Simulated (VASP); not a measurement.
# InAs (F-43m) in VASP: a series of runs, part 2 of 2

VASP 6.6.1. The steps go on from the part before.

### 4 Single point, PBEsol

This run uses another cell than the first one, of 24.72 Å³/atom.

File INCAR:

```
ALGO = Normal ; EDIFF = 1E-6
ENCUT = 520 ; GGA = PS
ISIF = 2 ; ISMEAR = -1
LASPH = True ; LCHARG = False
LREAL = False ; LWAVE = False
NBANDS = 16 ; NELM = 80
PREC = Accurate ; SIGMA = 0.08
```

File KPOINTS:

```
k-points
0
Gamma
  14 14 14
```

File POSCAR:

```
InAs
1.0
    0.0000000000      2.9129825680      2.9129825680
    2.9129825680      0.0000000000      2.9129825680
    2.9129825680      2.9129825680      0.0000000000
In As
1 1
Direct
    0.0000000000      0.0000000000      0.0000000000
    0.7500000000      0.7500000000      0.7500000000
```

Potentials or basis: VASP PAW PBE potentials, release 64 (In_d, As).

Launch:

```console
cat potpaw_PBE.64/In_d/POTCAR potpaw_PBE.64/As/POTCAR > POTCAR
mpirun -np 1 vasp_std > vasp.out
```

OUTCAR:

```text
EDIFF = 1E-6
   ENCUT = 520
   GGA = PS
   ISIF = 2
   ISMEAR = -1
   LASPH = True
   LREAL = False
   NELM = 80
   PREC = Accurate

 ion  position               nearest neighbor table
   1  0.000  0.000  0.000-   2 2.52   2 2.52   2 2.52   2 2.52
   2  0.750  0.750  0.750-   1 2.52   1 2.52   1 2.52   1 2.52

  LATTYP: Found a face centered cubic cell.
 ALAT       =     5.8259651360

  Lattice vectors:

 A1 = (   0.0000000000,   2.9129825680,   2.9129825680)
 A2 = (   2.9129825680,   0.0000000000,   2.9129825680)
 A3 = (   2.9129825680,   2.9129825680,   0.0000000000)

Analysis of symmetry for initial positions (statically):
=====================================================================
 Subroutine PRICEL returns:
 Original cell was already a primitive cell.

 Routine SETGRP: Setting up the symmetry group for a
 face centered cubic supercell.

 Subroutine GETGRP returns: Found 24 space group operations
 (whereof 24 operations were pure point group operations)
 out of a pool of 48 trial point group operations.

The static configuration has the point symmetry T_d .

Analysis of symmetry for dynamics (positions and initial velocities):
=====================================================================
 Subroutine PRICEL returns:
 Original cell was already a primitive cell.

 Routine SETGRP: Setting up the symmetry group for a
 face centered cubic supercell.

 Subroutine GETGRP returns: Found 24 space group operations
 (whereof 24 operations were pure point group operations)
 out of a pool of 48 trial point group operations.

The dynamic configuration has the point symmetry T_d .

 Subroutine INISYM returns: Found 24 space group operations
 (whereof 24 operations are pure point group operations),
 and found     1 'primitive' translations

----------------------------------------------------------------------------------------

                                     Primitive cell

  volume of cell :      49.4360

  direct lattice vectors                    reciprocal lattice vectors
     0.000000000  2.912982568  2.912982568    -0.171645380  0.171645380  0.171645380
     2.912982568  0.000000000  2.912982568     0.171645380 -0.171645380  0.171645380
     2.912982568  2.912982568  0.000000000     0.171645380  0.171645380 -0.171645380

  length of vectors
     4.119579455  4.119579455  4.119579455     0.297298519  0.297298519  0.297298519

  position of ions in fractional coordinates (direct lattice)
     0.000000000  0.000000000  0.000000000
     0.750000000  0.750000000  0.750000000

  ion indices of the primitive-cell ions
   primitive index   ion index
                 1           1
                 2           2

----------------------------------------------------------------------------------------

 KPOINTS: k-points

Automatic generation of k-mesh.
 Grid dimensions read from file:
 generate k-points for:   14   14   14

 Generating k-lattice:

  Cartesian coordinates                     Fractional coordinates (reciprocal lattice)
    -0.012260384  0.012260384  0.012260384     0.071428571  0.000000000  0.000000000
     0.012260384 -0.012260384  0.012260384     0.000000000  0.071428571  0.000000000
     0.012260384  0.012260384 -0.012260384     0.000000000  0.000000000  0.071428571

  Length of vectors
     0.021235609  0.021235609  0.021235609

  Shift w.r.t. Gamma in fractional coordinates (k-lattice)
     0.000000000  0.000000000  0.000000000

 Subroutine IBZKPT returns following result:
 ===========================================

 Found    104 irreducible k-points:

 Following reciprocal coordinates:
            Coordinates               Weight
  0.000000  0.000000  0.000000      1.000000
  0.071429  0.000000  0.000000      8.000000
  0.142857  0.000000  0.000000      8.000000
  0.214286  0.000000  0.000000      8.000000
  0.285714  0.000000  0.000000      8.000000
  0.357143  0.000000  0.000000      8.000000
[... 16 lines left out ...]
  0.214286  0.142857  0.000000     24.000000
  0.285714  0.142857  0.000000     24.000000
 [... further k-points ...]
   k-points           NKPTS =    104   k-points in BZ     NKDIM =    104   number of bands    NBANDS=     16
   number of dos      NEDOS =    301   number of ions     NIONS =      2
   total plane-waves  NPLWV =  32768
   dimension x,y,z NGX =    32 NGY =   32 NGZ =   32
   dimension x,y,z NGXF=    64 NGYF=   64 NGZF=   64
   ions per type =               1   1
   NGX,Y,Z   is equivalent  to a cutoff of  12.91, 12.91, 12.91 a.u.
   NGXF,Y,Z  is equivalent  to a cutoff of  25.83, 25.83, 25.83 a.u.
 SYSTEM =  unknown system
   PREC   = accura    normal or accurate (medium, high low for compatibility)
   ISTART =      0    job   : 0-new  1-cont  2-samecut
   ICHARG =      2    charge: 1-file 2-atom 10-const
   ISPIN  =      1    spin polarized calculation?
   LNONCOLLINEAR =      F non collinear calculations
   LSORBIT =      F    spin-orbit coupling
   LASPH  =      T    aspherical Exc in radial PAW
   ENCUT  =  520.0 eV  38.22 Ry    6.18 a.u.   7.66  7.66  7.66*2*pi/ulx,y,z
   NELM   =     80;   NELMIN=  2; NELMDL= -5     # of ELM steps
   EDIFF  = 0.1E-05   stopping-criterion for ELM
   LREAL  =      F    real-space projection
   EDIFFG = 0.1E-04   stopping-criterion for IOM
   NSW    =      0    number of steps for IOM
   IBRION =     -1    ionic relax: 0-MD 1-quasi-New 2-CG
   NFREE  =      0    steps in history (QN), initial steepest desc. (CG)
   ISIF   =      2    stress and relaxation
   ISYM   =      2    0-nonsym 1-usesym 2-fastsym
   POTIM  = 0.5000    time-step for ionic-motion
   TEBEG  =    0.0;   TEEND  =   0.0 temperature during run
   PSTRESS=    0.0 pullay stress
   NELECT =      18.0000    total number of electrons
   NUPDOWN=      -1.0000    fix difference up-down
   EMIN   =  10.00;   EMAX   =-10.00  energy-range for DOS
   EFERMI =   0.00;   METHOD = LEGACY
   ISMEAR =    -1;   SIGMA  =   0.08  broadening in eV -4-tet -1-fermi 0-gaus
   EFERMI_NEDOS =   21; number of points for ismear=-14 and -15
   IALGO  =     38    algorithm
   IMIX   =      4    mixing-type and parameters
     AMIX     =   0.40;   BMIX     =  1.00
     AMIX_MAG =   1.60;   BMIX_MAG =  1.00
  volume/ion in A,a.u.               =      24.72       166.81
  Fermi-wavevector in a.u.,A,eV,Ry     =   1.169009  2.209106 18.593471  1.366582
  Thomas-Fermi vector in A             =   2.305488
   LORBIT       =      0    0 simple, 1 ext, 2 COOP (PROOUT), +10 PAW based schemes
   GGA     = PS    functional components
   LHFCALC =     F    Hartree Fock is set to
   AEXX    =    0.0000 exact exchange contribution
   IVDW    =     0    specifies the selected vdW correction
   LEPSILON=     F    determine dielectric tensor
   LRPA    =     F    only Hartree local field effects (RPA)
 non-spin polarized calculation
  energy-cutoff  :      520.00
  volume of cell :       49.44
 maximum number of plane-waves:      1363
   NGX = 15   NGY = 15   NGZ = 15

 number of electron      17.9999998 magnetization

 Free energy of the ion-electron system (eV)
  ---------------------------------------------------
  ext. energy  EPLUGINS =         0.00000000
  ---------------------------------------------------
  free energy    TOTEN  =        -8.29309104 eV

  energy without entropy =       -8.29289198  energy(sigma->0) =       -8.29299151

 E-fermi :   5.8600     XC(G=0):  -9.7808

 val. band max:        5.5847246350   @ k =   0.0000   0.0000   0.0000
 cond. band min:       5.8690492003   @ k =   0.0000   0.0000   0.0000
 fundamental gap:      0.2843245653
 Fermi energy:         5.8600492693

 k-point     1 :       0.0000    0.0000    0.0000
  band No.  band energies     occupation
      1      -9.0370      2.00000
      2      -9.0370      2.00000
      3      -9.0370      2.00000
      4      -8.8541      2.00000
      5      -8.8541      2.00000
      6      -7.1006      2.00000
[... 8 lines left out ...]
     15      15.5439      0.00000
     16      15.5439      0.00000
[... 419 lines left out ...]
 k-point    24 :       0.2857    0.1429    0.0000
  band No.  band energies     occupation
      1      -9.1729      2.00000
      2      -8.9965      2.00000
      3      -8.9916      2.00000
      4      -8.8704      2.00000
      5      -8.8421      2.00000
      6      -6.2107      2.00000
[... 8 lines left out ...]
     15      15.5642      0.00000
     16      15.5845      0.00000

 [... further k-points ...]

------------------------ aborting loop because EDIFF is reached ----------------------------------------

  FORCE on cell =-STRESS in cart. coord.  units (eV):
  Direction    XX          YY          ZZ          XY          YZ          ZX
  --------------------------------------------------------------------------------------
  -------------------------------------------------------------------------------------
  Total        3.1246334      3.1246334      3.1246334      0.0000000      0.0000000      0.0000000
  in kB      101.2665475    101.2665475    101.2665475      0.0000000      0.0000000      0.0000000
  external PRESSURE =     101.2665475 kB  Pullay stress =       0.0000000 kB

 VOLUME and BASIS-vectors are now :
 -----------------------------------------------------------------------------
  energy-cutoff  :      520.00
  volume of cell :       49.44
      direct lattice vectors                 reciprocal lattice vectors
     0.000000000  2.912982568  2.912982568    -0.171645380  0.171645380  0.171645380
     2.912982568  0.000000000  2.912982568     0.171645380 -0.171645380  0.171645380
     2.912982568  2.912982568  0.000000000     0.171645380  0.171645380 -0.171645380

 POSITION                                       TOTAL-FORCE (eV/Angst)
 -----------------------------------------------------------------------------------
      0.00000      0.00000      0.00000        -0.000000     -0.000000     -0.000000
      4.36947      4.36947      4.36947         0.000000      0.000000      0.000000
 -----------------------------------------------------------------------------------
    total drift:                               -0.000000     -0.000000     -0.000000

  FREE ENERGIE OF THE ION-ELECTRON SYSTEM (eV)
  ---------------------------------------------------
  free  energy   TOTEN  =        -8.2930910376 eV

  energy  without entropy=       -8.2928919811  energy(sigma->0) =       -8.29299151
```

stdout:

```text
POSCAR found type information on POSCAR InAs
 POSCAR found :  2 types and       2 ions
 scaLAPACK will be used
 -----------------------------------------------------------------------------
|                                                                             |
|                                                                             |
|     You enforced a specific xc type in the INCAR file but a different       |
|     I HOPE YOU KNOW WHAT YOU ARE DOING!                                     |
|                                                                             |
 -----------------------------------------------------------------------------

 LDA part: xc-table for (Slater+PW92), standard interpolation
 POSCAR, INCAR and KPOINTS ok, starting setup
 FFT: planning ... GRIDC
 FFT: planning ... GRID_SOFT
 FFT: planning ... GRID
 WAVECAR not read
 entering main loop
```

It took 88 s on 1 thread of Intel Xeon 8259CL, shared host; peak memory 0.23 GiB.

Results:

```yaml
Free_energy: -8.2931 eV
Pressure: 10.1 GPa
Band_gap_on_the_k_mesh: 0.28 eV
```

Levels at points of the mesh, in eV from the valence-band top:
```tsv
k point	band 5	band 6	band 7	band 8	band 9	band 10	band 11	band 12	band 13	band 14
(0.00, 0.00, 0.00)	-14.44	-12.69	0.00	0.00	0.00	0.28	3.88	3.88	3.88	7.73
(0.50, 0.00, 0.00)	-14.43	-10.81	-6.45	-1.18	-1.18	1.12	4.66	4.66	6.78	9.53
(0.50, 0.50, 0.00)	-14.41	-10.14	-6.41	-2.76	-2.76	1.23	1.95	9.84	10.01	10.01
```

Caveat: the cell stands under pressure; semilocal functionals underestimate gaps, and a narrow one can read as zero; the PAW data sets were made with another functional, which shifts forces and pressure a little; spin-orbit coupling is left out, which moves the levels of the heavy elements.

### 5 Overview

| task | cell | cutoff (eV) | gap on the mesh (eV) | pressure (GPa) |
| --- | --- | --- | --- | --- |
| relaxation of cell and atoms | relaxed to 15 GPa from a = 4.305 Å, angles 60.0°, 2 atoms | 600 | 0.51 | 15.0 |
| single point | a = 4.057 Å, angles 60.0°, 2 atoms | 520 | 0.51 | 15.2 |
| single point | a = 4.120 Å, angles 60.0°, 2 atoms | 520 | 0.28 | 10.1 |

Alike in all rows: level PBEsol; potentials or basis VASP PAW PBE potentials, release 64 (In_d, As); no spin polarisation; k mesh 14 × 14 × 14; smearing fermi-dirac 0.08 eV.

Caveats: semilocal functionals underestimate gaps, and a narrow one can read as zero; the PAW data sets were made with another functional, which shifts forces and pressure a little; spin-orbit coupling is left out, which moves the levels of the heavy elements; the cell stands under pressure (at least some runs); the cell is relaxed towards a set pressure, so the run minimises the enthalpy, not the energy (at least some runs); the volume moved by over 15 % at a fixed basis, so the end points are rough (at least some runs).

Total energies depend on the potentials used, so only differences within one code and one set of settings carry meaning.
